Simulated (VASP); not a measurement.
A run of VASP 6.6.1 is set up as follows.

The input INCAR:

```
SYSTEM = C
ALGO = Normal
EDIFF = 1E-6
ENCUT = 520
GGA = PE
ISIF = 2
ISMEAR = 0
LASPH = .TRUE.
LCHARG = .FALSE.
LREAL = .FALSE.
LWAVE = .FALSE.
NBANDS = 16
NELM = 60
PREC = Accurate
SIGMA = 0.15
```

KPOINTS

```
k-points
0
G
  18 18 6
  0 0 0
```

File POSCAR:

```
C
1.0
    1.2332770792     -2.1360444277      0.0000000000
    1.2332770792      2.1360444277      0.0000000000
    0.0000000000      0.0000000000      8.7070252276
C
4
Direct
    0.0833329970      0.9166670030      0.7699218835
    0.5833329970      0.4166670030      0.2300781165
    0.9166670030      0.0833329970      0.2300781165
    0.4166670030      0.5833329970      0.7699218835
```

Potentials or basis: VASP PAW PBE potentials, release 64 (C).

Run with:

```bash
$ cat potpaw_PBE.64/C/POTCAR > POTCAR
$ mpirun -np 1 vasp_std > vasp.out
```

Task: Estimate the pressure.

Result: 0.4 GPa.

Task: Predict the largest force.

Result: 0.005 eV/Å.

Stress tensor (GPa, compression positive):
```
0.54 0.00 0.00
0.00 0.53 0.00
0.00 0.00 0.02
```

Caveat: this functional lacks dispersion, which binds the layers, so the pressure and a relaxed spacing across them are unreliable.
